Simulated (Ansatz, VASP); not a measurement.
One calculation of ZnO, two programs

INCAR

```
SYSTEM = ZnO
PREC = Accurate
ENCUT = 910
EDIFF = 1E-8
ISMEAR = -1
SIGMA = 0.02
LREAL = .False.
LASPH = .True.
NELM = 120
ALGO = Normal
ISIF = 2
LWAVE = .False.
LCHARG = .False.
GGA = PE
LEFG = .True.
NBANDS = 26
GGA_COMPAT = .False.
```

KPOINTS

```
regular mesh
0
Gamma
  11 11 6
  0 0 0
```

POSCAR

```
ZnO
1.0
    3.2385310885      0.0000000000      0.0000000000
   -1.6192655442      2.8046501935      0.0000000000
    0.0000000000      0.0000000000      5.1863958566
Zn O
2 2
Direct
    0.3333333333      0.6666666667      0.0000000000
    0.6666666667      0.3333333333      0.5000000000
    0.3333333333      0.6666666667      0.3821000000
    0.6666666667      0.3333333333      0.8821000000
```

Input for Ansatz:

```yaml
crystal:
  lattice:
    - [3.2385310885, 0.0, 0.0]
    - [-1.6192655442, 2.8046501935, 0.0]
    - [0.0, 0.0, 5.1863958566]
  atoms:
    - { symbol: Zn, position: [0.3333333333, 0.6666666667, 0.0] }
    - { symbol: Zn, position: [0.6666666667, 0.3333333333, 0.5] }
    - { symbol: O, position: [0.3333333333, 0.6666666667, 0.3821] }
    - { symbol: O, position: [0.6666666667, 0.3333333333, 0.8821] }
kpoints:
  mp_grid: { grid: [11, 11, 6] }
scf:
  occupations: { method: fermi_dirac, width: 0.02 }
hamiltonian:
  xc: pbe
  pseudopotentials: { kind: paw }
output:
  forces: true
  stress: true
  eigenvalues: true
  efg: { contact_densities: true }
  write_density: true
  write_potential: true
  elf: true
  volumetric_format: npy
```

Change from the starting cell: volume scaled by 0.99, PAW files.

Alike in both runs: task electric field gradients; functional PBE; k mesh 11 × 11 × 6; occupations fermi-dirac, width 0.02 eV; no spin polarisation.

|  | VASP | Ansatz |
| --- | --- | --- |
| version | VASP 6.6.1 | Ansatz 0.2.0 |
| potentials or method | VASP PAW PBE potentials, release 64 (Zn, O_h) | PAW with Ansatz's default frozen-core files, scalar-relativistic |
| plane-wave cutoff (eV) | 910 | 420 |
| valence electrons in the cell | 36 | 36 |

|  | VASP | Ansatz | Ansatz less VASP |
| --- | --- | --- | --- |
| gap on the k mesh at the Fermi level (eV) | 0.81 | 0.82 | +0.013 |
| rms of the force components (eV/Å) | 0.019 | 0.018 | -0.0004 |
| size of Vzz on the site where it differs most (V/Å²) | 7.7 | 7.6 | -0.13 |

Atom by atom the forces differ by 0.000 eV/Å (rms over components).

Noted on VASP's run: the cutoff is short for stress, so the pressure is rough.
